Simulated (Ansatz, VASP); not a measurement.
**Two plane-wave programs on Ti4H**

```
Ti H
1.0
    -2.51168    2.51168    2.51168
     2.51168   -2.51168    2.51168
     2.51168    2.51168   -2.51168
Ti H
4 1
Direct
  0.00000 0.00000 0.50000
  0.00000 0.50000 0.00000
  0.50000 0.00000 0.00000
  0.50000 0.50000 0.50000
  0.00000 0.00000 0.00000
```

Change from the starting cell: species swapped into the MnGa4 type (Im-3m, No. 229).

Alike in both runs: task relaxation of cell and atoms; functional PBE; k mesh 6 × 6 × 6; occupations gaussian, width 0.1 eV; no spin polarisation.

|  | VASP | Ansatz |
| --- | --- | --- |
| version | VASP 6.6.1 | Ansatz 0.2.0 |
| potentials or method | VASP PAW PBE potentials, release 64 (Ti_sv, H), cutoff 600 eV | scalar-relativistic, plane waves, PAW |
| valence electrons in the cell | 49 | 49 |

```tsv
	VASP	Ansatz	Ansatz less VASP
gap on the k mesh at the Fermi level, each at its own relaxed structure (eV)	none	none	-
relaxed volume (Å³/atom)	14.84	14.85	+0.008
relaxed cell length with the largest relative difference (Å)	4.585	4.586	+0.0009
```

A gap of «none» marks a metal or a gap that the smearing closes.

Noted on VASP's run: the volume moved by over 15 % at a fixed basis, so the end points are rough.
